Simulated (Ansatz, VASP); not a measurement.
# Hf in VASP and in Ansatz

```
CELL_PARAMETERS angstrom
0.00000 2.26895 2.26895
2.26895 0.00000 2.26895
2.26895 2.26895 0.00000
ATOMIC_POSITIONS crystal
Hf 0.00000 0.00000 0.00000
```

Alike in both runs: task single point; functional r2SCAN; k mesh 14 × 14 × 14; occupations fermi-dirac, width 0.1 eV; no spin polarisation.

```csv
,VASP,Ansatz
version,VASP 6.6.1,Ansatz 0.2.0
potentials or method,"VASP PAW PBE potentials, release 64 (Hf_pv), cutoff 520 eV","plane waves (500 eV) with PAW, scalar-relativistic"
valence electrons in the cell,10,26
```

Ansatz gave:

```
pressure (GPa) : -3.8
```

Task: What did VASP give for the same quantities?

Result: Pressure (GPa): -4.3.

VASP's potentials were made for PBE, not for r2SCAN. The functional is the same, so the differences come from potentials, cutoffs and numerics. VASP's potentials hold 10 valence electrons a cell and Ansatz's 26, so a difference there can come from the potentials and not from the codes.

Neither program's run includes spin-orbit coupling.
